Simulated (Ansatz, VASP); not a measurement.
Two plane-wave programs on Mn

```
Mn
1.0
    -1.42358    1.42358    1.42358
     1.42358   -1.42358    1.42358
     1.42358    1.42358   -1.42358
Mn
1
Direct
  0.00000 0.00000 0.00000
```

Alike in both runs: task single point; functional revPBE; k mesh 18 × 18 × 18; occupations fermi-dirac, width 0.05 eV; collinear spin.

|  | VASP | Ansatz |
| --- | --- | --- |
| version | VASP 6.6.1 | Ansatz 0.2.0 |
| potentials or method | VASP PAW PBE potentials, release 64 (Mn_pv), cutoff 500 eV | plane waves (420 eV) with PAW, scalar-relativistic |
| valence electrons in the cell | 13 | 15 |

```tsv
	VASP	Ansatz	Ansatz less VASP
pressure (GPa)	-7.7	-7.7	+0.02
net moment per atom (μB)	1.01	0.99	-0.015
size of the moment on the site where the two differ most (μB)	1.01	1.00	-0.016
```

VASP's potentials were made for PBE, not for revPBE. Site moments also hang on the region over which each program counts them. The functional is the same, so the differences come from potentials, cutoffs and numerics. VASP's potentials hold 13 valence electrons a cell and Ansatz's 15, so a difference there can come from the potentials and not from the codes.
